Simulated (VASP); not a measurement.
# K: single point with PBE

K:

```xyz
1
Lattice="-2.6420 2.6420 2.6420 2.6420 -2.6420 2.6420 2.6420 2.6420 -2.6420" Properties=species:S:1:pos:R:3 pbc="T T T"
K     0.0000    0.0000    0.0000
```

- Program: VASP 6.6.1
- Task: single point
- Functional: PBE
- Potentials or basis: VASP PAW PBE potentials, release 64 (K_sv)
- Cutoff: 520 eV
- k mesh: 12 × 12 × 12
- Occupations: gaussian, width 0.05 eV
- Spin: no spin polarisation

```yaml
Pressure: 0.0 GPa
```

Levels at points of the mesh, in eV from the Fermi level:
| k point | band 1 | band 2 | band 3 | band 4 | band 5 | band 6 | band 7 | band 8 |
| --- | --- | --- | --- | --- | --- | --- | --- | --- |
| (0.00, 0.00, 0.00) | -32.12 | -15.57 | -15.57 | -15.57 | -2.14 | 4.31 | 4.31 | 4.31 |
| (0.50, 0.00, 0.00) | -32.11 | -15.63 | -15.59 | -15.57 | 0.46 | 0.70 | 3.18 | 4.87 |
| (0.50, 0.50, 0.50) | -32.11 | -15.62 | -15.62 | -15.62 | 1.69 | 1.69 | 3.49 | 3.49 |

It took 60 s on 1 thread of AMD EPYC 7R13 (shared host), peak memory 0.22 GiB.
